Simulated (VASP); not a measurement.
A run of VASP 6.6.1 is set up as follows.

The input INCAR:

```
PREC = Accurate
ENCUT = 500
EDIFF = 1E-6
ISMEAR = -1
SIGMA = 0.1
LREAL = F
LASPH = T
NELM = 120
ALGO = Normal
ISIF = 2
LWAVE = F
LCHARG = T
GGA = PE
LELF = T
LVHAR = T
NBANDS = 16
GGA_COMPAT = F
```

The input KPOINTS:

```
Automatic mesh
0
Gamma
  14 14 12
```

File POSCAR:

```
NbSi
1.0
    2.8758774960      0.0000000000      0.0000000000
   -1.4379387480      2.4905829697      0.0000000000
    0.0000000000      0.0000000000      4.0086657042
Nb Si
1 1
Direct
    0.0000000000      0.0000000000      0.0000000000
    0.3333333333      0.6666666667      0.5000000000
```

Potentials or basis: VASP PAW PBE potentials, release 64 (Nb_sv, Si).

Run with:

```sh
$ cat potpaw_PBE.64/Nb_sv/POTCAR potpaw_PBE.64/Si/POTCAR > POTCAR
$ mpirun -np 1 vasp_std > vasp.out
```

**Question.** Estimate the pressure.

**Answer.** 24.6 GPa.

Stress tensor (GPa, compression positive):
```
24.62  0.00  0.00
 0.00 24.62  0.00
 0.00  0.00 24.55
```
